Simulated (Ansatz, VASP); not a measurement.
# TiAl in VASP and in Ansatz

Contents of INCAR:

```
  ALGO = Normal
  EDIFF = 1E-6
  ENCUT = 520
  GGA = PS
  ISIF = 2
  ISMEAR = 0
  LASPH = T
  LCHARG = F
  LREAL = F
  LWAVE = F
  NBANDS = 14
  NELM = 100
  PREC = Accurate
  SIGMA = 0.15
```

Contents of KPOINTS:

```
k-points
0
Gamma
  14 14 14
```

File POSCAR:

```
TiAl
1.0
    3.1563759507      0.0000000000      0.0000000000
    0.0000000000      3.3877383079      0.0000000000
    0.0000000000      0.0000000000      3.1563759507
Ti Al
1 1
Direct
    0.0000000000      0.0000000000      0.0000000000
    0.5000000000      0.5000000000      0.5000000000
```

Input for Ansatz:

```yaml
crystal:
  lattice:
    - [3.1563759506, 0.0, 0.0]
    - [0.0, 3.3877383078, 0.0]
    - [0.0, 0.0, 3.1563759506]
  atoms:
    - { symbol: Ti, position: [0.0, 0.0, 0.0] }
    - { symbol: Al, position: [0.5, 0.5, 0.5] }
basis:
  ecutwfc: 520.0
kpoints:
  mp_grid: { grid: [14, 14, 14] }
hamiltonian:
  xc: pbesol
scf:
  occupations: { method: gaussian, width: 0.15 }
output:
  forces: true
  stress: true
  eigenvalues: true
```

Change from the starting cell: normal strain along x +0.0000, normal strain along y +0.0733.

Alike in both runs: task single point; functional PBEsol; k mesh 14 × 14 × 14; occupations gaussian, width 0.15 eV; no spin polarisation.

|  | VASP | Ansatz |
| --- | --- | --- |
| version | VASP 6.6.1 | Ansatz 0.2.0 |
| potentials or method | VASP PAW PBE potentials, release 64 (Ti_sv, Al), cutoff 520 eV | scalar-relativistic, plane waves, PAW |
| valence electrons in the cell | 15 | 15 |

|  | VASP | Ansatz | Ansatz less VASP |
| --- | --- | --- | --- |
| gap on the k mesh at the Fermi level (eV) | none | none | - |
| pressure (GPa) | -7.2 | -7.2 | -0.06 |
| traceless stress, the component that is largest in VASP (GPa) | 3.44 | 3.45 | +0.007 |

VASP's potentials were made for PBE, not for PBEsol. A gap of «none» marks a metal or a gap that the smearing closes.
